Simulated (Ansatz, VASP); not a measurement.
One calculation of Mo, two programs

The input POSCAR:

```
Mo
1.0
    2.8175757091      0.0000000000      0.0000000000
   -1.4087878546      2.4400921412      0.0000000000
    0.0000000000      0.0000000000      2.4785252790
Mo
1
Direct
    0.0000000000      0.0000000000      0.5000000000
```

INCAR.step1

```
SYSTEM = Mo
  PREC = Accurate
  ENCUT = 520
  ISMEAR = 0
  SIGMA = 0.15
  LREAL = .False.
  LASPH = .True.
  NELM = 80
  NBANDS = 13
  GGA = PE
  ALGO = Normal
  EDIFF = 1E-4
  LWAVE = .True.
  LCHARG = .False.
```

File INCAR.step2:

```
SYSTEM = Mo
  PREC = Accurate
  ENCUT = 520
  EDIFF = 1E-6
  ISMEAR = 0
  SIGMA = 0.15
  LREAL = .False.
  LASPH = .True.
  NELM = 80
  ALGO = Normal
  ISIF = 2
  LWAVE = .False.
  LCHARG = .False.
  METAGGA = R2SCAN
  LMIXTAU = .True.
  NBANDS = 13
  ISTART = 1
```

KPOINTS

```
regular mesh
0
Gamma
  18 18 18
  0 0 0
```

Input for Ansatz:

```yaml
crystal:
  lattice:
    - [2.8175757091, 0.0, 0.0]
    - [-1.4087878546, 2.4400921412, 0.0]
    - [0.0, 0.0, 2.478525279]
  atoms:
    - { symbol: Mo, position: [0.0, 0.0, 0.5] }
basis:
  ecutwfc: 500
kpoints:
  mp_grid: { grid: [18, 18, 18] }
hamiltonian:
  xc: r2scan
scf:
  occupations: { method: gaussian, width: 0.15 }
output:
  forces: true
  stress: true
  eigenvalues: true
```

Change from the starting cell: strain +0.030 along x and y, -0.030 along z, atoms carried along.

Alike in both runs: task single point; functional r2SCAN; k mesh 18 × 18 × 18; occupations gaussian, width 0.15 eV; no spin polarisation.

```csv
,VASP,Ansatz
version,VASP 6.6.1,Ansatz 0.2.0
potentials or method,"VASP PAW PBE potentials, release 64 (Mo_sv), cutoff 520 eV","scalar-relativistic, plane waves, PAW"
valence electrons in the cell,14,14
```

```tsv
	VASP	Ansatz	Ansatz less VASP
gap on the k mesh at the Fermi level (eV)	none	none	-
pressure (GPa)	-4.2	-5.2	-0.99
traceless stress, the component that is largest in VASP (GPa)	7.70	7.19	-0.512
```

VASP's potentials were made for PBE, not for r2SCAN. A gap of «none» marks a metal or a gap that the smearing closes. The functional is the same, so the differences come from potentials, cutoffs and numerics.
